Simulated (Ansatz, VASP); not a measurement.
# Al2BN3: VASP beside Ansatz

```
Al B N
1.0
     2.53563   -4.33248   -0.00037
     2.53563    4.33248   -0.00037
    -1.63172    0.00000    2.65095
Al B N
2 1 3
Direct
  0.04865 0.37880 0.14155
  0.37880 0.04865 0.14155
  0.65933 0.65933 0.95669
  0.33008 0.63100 0.87986
  0.94943 0.94943 0.99240
  0.63100 0.33008 0.87986
```

Alike in both runs: functional PBE; k mesh 6 × 6 × 8; occupations gaussian, width 0.02 eV; no spin polarisation.

Ansatz relaxed the structure, and its values are those at the end. VASP's run is a single point on that final structure, the one shown.

|  | VASP | Ansatz |
| --- | --- | --- |
| version | VASP 6.6.1 | Ansatz 0.2.0 |
| potentials or method | VASP PAW PBE potentials, release 64 (Al, B, N), cutoff 520 eV | scalar-relativistic, plane waves, PAW |
| valence electrons in the cell | 24 | 24 |

Ansatz gave:

| Property | Result |
| --- | --- |
| gap on the k mesh at the Fermi level (eV) | 2.85 |
| least direct gap on the mesh (eV) | 3.60 |
| pressure (GPa) | 0.0 |
| rms of the force components (eV/Å) | 0.001 |

Task: Which values does VASP return?

Result: gap on the k mesh at the Fermi level (eV): 2.84; least direct gap on the mesh (eV): 3.60; pressure (GPa): -0.1; rms of the force components (eV/Å): 0.010.
